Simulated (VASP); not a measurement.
Runs of VASP 6.6.1 on FeNi3. The structure is that of space group Fm-3m (No. 225), or close to it. The cells are those of the table. 

```csv
cell,gap on the mesh (eV),pressure (GPa),moment (μB)
"a = 3.946 Å, angles 60.0°, 4 atoms",none,1.1,4.85
"a = 3.998 Å, angles 60.0°, 4 atoms",none,-6.1,5.00
"a = 4.098 Å, angles 60.0°, 4 atoms",none,(b),5.03
"a = 3.893 Å, angles 60.0°, 4 atoms",none,9.7,(a)
"a = 3.838 Å, angles 60.0°, 4 atoms",none,(c),4.35
```

Alike in all rows: task single point; level r2SCAN; potentials or basis VASP PAW PBE potentials, release 64 (Fe, Ni); spin collinear, ferromagnetic start; k mesh 7 × 7 × 7; cutoff (eV) 520; smearing methfessel-paxton 0.1 eV.

Problem. Estimate the missing entries.

Solution. (a) 4.39; (b) -17.1; (c) 21.6.

Caveats: the PAW data sets were made with another functional, which shifts forces and pressure a little; the cell stands under tension (at least some runs); the cell stands under pressure (at least some runs).

A gap of «none» marks levels without a gap at the run's occupations.
